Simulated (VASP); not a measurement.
## Hf8HO16 (a cell with a defect): single point with PBE

The system is Hf8HO16 (a cell with a defect).

```
Hf O H
1.0
     0.00000    5.06970    5.10173
     5.29432    0.00000    5.10173
     5.29432    5.06970    0.00000
Hf O H
8 16 1
Direct
  0.24670 0.99286 0.02604
  0.74242 0.50333 0.52582
  0.28898 0.47463 0.98674
  0.77475 0.97056 0.49096
  0.22501 0.01879 0.51291
  0.70720 0.53704 0.00110
  0.25687 0.48774 0.47911
  0.75646 0.98858 0.97546
  0.02534 0.32554 0.05637
  0.53577 0.82479 0.54437
  0.40766 0.46007 0.66699
  0.91088 0.95564 0.16578
  0.10391 0.38356 0.34257
  0.60258 0.88737 0.84692
  0.34703 0.64478 0.11232
  0.84381 0.14566 0.61232
  0.13648 0.85895 0.40134
  0.63929 0.35643 0.90199
  0.39735 0.09547 0.13573
  0.90119 0.58849 0.64621
  0.20602 0.16520 0.71513
  0.71205 0.65453 0.20932
  0.08322 0.78258 0.84124
  0.57970 0.28330 0.33902
  0.98842 0.31354 0.21001
```

```json
{
 "Program": "VASP 6.6.1",
 "Task": "single point",
 "Functional": "PBE",
 "Potentials or basis": "VASP PAW PBE potentials, release 64 (Hf_pv, O, H)",
 "Cutoff": "520 eV",
 "k mesh": "1 × 1 × 1, shifted",
 "Occupations": "fermi-dirac, width 0.01 eV",
 "Spin": "no spin polarisation"
}
```

The largest force is 0.179 eV/Å.

Forces in eV/Å, atoms in the order of the input:
```
Hf   0.040  0.041  0.069
Hf   0.105  0.010  0.098
Hf  -0.043 -0.006 -0.050
Hf  -0.091 -0.050 -0.080
Hf  -0.108 -0.028 -0.091
Hf  -0.112 -0.082 -0.042
Hf  -0.127  0.099 -0.041
Hf  -0.078  0.021 -0.043
O   -0.033 -0.069  0.107
O    0.043 -0.006  0.108
O    0.074 -0.027 -0.092
O    0.043  0.004 -0.062
O   -0.032  0.079 -0.011
O   -0.064  0.116 -0.046
O    0.059 -0.060  0.061
O    0.104 -0.033  0.075
O    0.018 -0.028 -0.054
O    0.034  0.009 -0.075
O    0.030 -0.066  0.051
O    0.093 -0.112  0.090
O   -0.079  0.032 -0.134
O   -0.027  0.030 -0.149
O    0.030  0.027  0.175
O    0.056  0.068  0.130
H    0.063  0.030  0.006
```

Levels at points of the mesh, in eV from the Fermi level:
```tsv
k point	band 85	band 86	band 87	band 88	band 89	band 90	band 91	band 92
(0.25, 0.25, 0.25)	-0.81	-0.72	-0.51	-0.40	4.22	4.39	4.51	4.58
```

Wall time 6.3 min on 1 thread of Intel Xeon 8259CL, with other jobs on the host, peak memory 0.47 GiB.

Caveat: the cell carries a net charge on a neutralising background, which shifts energy and pressure; the cell is charged against a uniform background, so pressure and absolute levels hang on convention; spin-orbit coupling is left out, which moves the levels of the heavy elements.
